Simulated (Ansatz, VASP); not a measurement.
# One calculation of Rb, two programs

```xyz
1
Lattice="0.0000 3.5656 3.5656 3.5656 0.0000 3.5656 3.5656 3.5656 0.0000" Properties=species:S:1:pos:R:3 pbc="T T T"
Rb    0.0000    0.0000    0.0000
```

Alike in both runs: task single point; functional r2SCAN; k mesh 6 × 6 × 6; occupations gaussian, width 0.15 eV; no spin polarisation.

|  | VASP | Ansatz |
| --- | --- | --- |
| version | VASP 6.6.1 | Ansatz 0.2.0 |
| potentials or method | VASP PAW PBE potentials, release 64 (Rb_sv), cutoff 520 eV | plane waves, PAW |
| valence electrons in the cell | 9 | 9 |

|  | VASP | Ansatz | Ansatz less VASP |
| --- | --- | --- | --- |
| pressure (GPa) | 0.2 | 0.2 | -0.01 |

VASP's potentials were made for PBE, not for r2SCAN. The functional is the same, so the differences come from potentials, cutoffs and numerics.
